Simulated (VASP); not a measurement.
TaN:

```
Ta N
1.0
     0.00000    2.21132    2.21132
     2.21132    0.00000    2.21132
     2.21132    2.21132    0.00000
Ta N
1 1
Cartesian
  2.2113 2.2113 2.2113
  0.0000 0.0000 0.0000
```

```yaml
Program: VASP 6.6.1
Task: relaxation of cell and atoms
Functional: PBE
Dispersion: D4
Potentials_or_basis: VASP PAW PBE potentials, release 64 (Ta_pv, N)
Cutoff: 600 eV
k_mesh: 10 × 10 × 10
Occupations: fermi-dirac, width 0.05 eV
Spin: no spin polarisation
```

At the start: pressure -5.8 GPa; volume 10.81 Å³/atom.

Q: Where does the relaxation end?

A: Over 4 steps the energy falls by 3.4 meV/atom and the volume is 10.63 Å³/atom (-1.7 %); space group Fm-3m (No. 225, to 0.05 Å).

Step by step:
| step | energy change (eV) | largest force (eV/Å) | pressure (GPa) | volume (Å³) |
| --- | --- | --- | --- | --- |
| 1 | 0.0000 | 0.0000 | -5.75 | 21.63 |
| 2 | 0.0276 | 0.0000 | 14.67 | 20.43 |
| 3 | -0.0069 | 0.0000 | 0.24 | 21.24 |
| 4 | -0.0069 | 0.0000 | -0.01 | 21.25 |

Final structure:
```cif
data_structure
_symmetry_space_group_name_H-M 'P 1'
_symmetry_Int_Tables_number 1
_cell_length_a 3.1092
_cell_length_b 3.1092
_cell_length_c 3.1092
_cell_angle_alpha 60.000
_cell_angle_beta 60.000
_cell_angle_gamma 60.000
_cell_volume 21.25
loop_
_atom_site_label
_atom_site_type_symbol
_atom_site_fract_x
_atom_site_fract_y
_atom_site_fract_z
_atom_site_occupancy
Ta1 Ta 0.50000 0.50000 0.50000 1
N1 N 0.00000 0.00000 0.00000 1
```

Caveat: pairwise dispersion overbinds metals, which lowers pressure and volume.
